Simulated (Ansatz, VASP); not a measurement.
## One calculation of V, two programs

The input INCAR:

```
SYSTEM = V
ALGO = Normal ; EDIFF = 1E-6
ENCUT = 520 ; GGA = PS
ISIF = 2 ; ISMEAR = -1
ISPIN = 2 ; LASPH = .True.
LCHARG = .False. ; LMAXMIX = 4
LORBIT = 11 ; LREAL = .False.
LWAVE = .False. ; MAGMOM = 1.5
NBANDS = 16 ; NELM = 150
PREC = Accurate ; SIGMA = 0.03
```

File KPOINTS:

```
k-points
0
Gamma
  19 19 19
  0 0 0
```

The input POSCAR:

```
V
1.0
   -1.4827400000      1.4827400000      1.5130000000
    1.4827400000     -1.4827400000      1.5130000000
    1.4827400000      1.4827400000     -1.5130000000
V
1
Direct
    0.0000000000      0.0000000000      0.0000000000
```

Input for Ansatz:

```yaml
crystal:
  lattice:
    - [-1.48274, 1.48274, 1.513]
    - [1.48274, -1.48274, 1.513]
    - [1.48274, 1.48274, -1.513]
  atoms:
    - { symbol: V, position: [0.0, 0.0, 0.0], spin: 1.5 }
magnetization:
  spin_polarized: true
kpoints:
  mp_grid: { grid: [19, 19, 19] }
  band_path:
    path:
      - [0.0, 0.0, 0.0]
      - [0.0, 0.0, 0.5]
      - [0.25, 0.25, 0.25]
      - [0.0, 0.5, 0.0]
      - [0.0, 0.0, 0.0]
      - [0.5, 0.5, -0.5]
      - [0.4901, 0.5099, -0.4901]
      - [-0.4901, 0.4901, 0.4901]
      - [0.0, 0.0, 0.0]
    npoints: 5
scf:
  occupations: { method: fermi_dirac, width: 0.03 }
hamiltonian:
  xc: pbesol
  pseudopotentials: { kind: all_electron, lapw: { basis_error: 0.001 } }
output:
  forces: true
  stress: true
  eigenvalues: true
```

Change from the starting cell: equal xx and yy strain of -2 %.

Alike in both runs: task single point; functional PBEsol; k mesh 19 × 19 × 19; occupations fermi-dirac, width 0.03 eV; collinear spin.

|  | VASP | Ansatz |
| --- | --- | --- |
| version | VASP 6.6.1 | Ansatz 0.2.0 |
| potentials or method | VASP PAW PBE potentials, release 64 (V_sv), cutoff 520 eV | all-electron LAPW, scalar-relativistic |

Ansatz gave:

| Quantity | Value |
| --- | --- |
| pressure (GPa) | -5.2 |
| traceless stress, the component that is largest in VASP (GPa) | -1.89 |
| net moment per atom (μB) | 0.00 |

Q: Estimate VASP's values.

A: Pressure (GPa): -5.0; traceless stress, the component that is largest in VASP (GPa): -1.89; net moment per atom (μB): 0.00.

VASP's potentials were made for PBE, not for PBEsol. Ansatz ran all-electron here, and VASP with PAW potentials. Ansatz's warnings: seeded moment not kept.
